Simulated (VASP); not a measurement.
Runs of VASP 6.6.1 on Si. The structure is that of space group Fd-3m (No. 227), or close to it. The cells are those of the table. 

| cell | gap on the mesh (eV) | pressure (GPa) |
| --- | --- | --- |
| a = 3.721 Å, angles 60.0°, 2 atoms | (a) | 13.1 |
| a = 3.761 Å, angles 60.0°, 2 atoms | 0.45 | 8.8 |
| a = 3.801 Å, angles 60.0°, 2 atoms | 0.52 | 5.1 |
| a = 3.679 Å, angles 60.0°, 2 atoms | 0.31 | 18.2 |
| a = 3.637 Å, angles 60.0°, 2 atoms | (b) | 24.0 |

Alike in all rows: task single point; level PBE; potentials or basis VASP PAW PBE potentials, release 64 (Si); no spin polarisation; k mesh 12 × 12 × 12; cutoff (eV) 500; smearing gaussian 0.01 eV.

Task: Fill in the values left out.

Result: (a) 0.39; (b) 0.23.

Caveats: the cell stands under pressure.

A k mesh can miss the band edges.
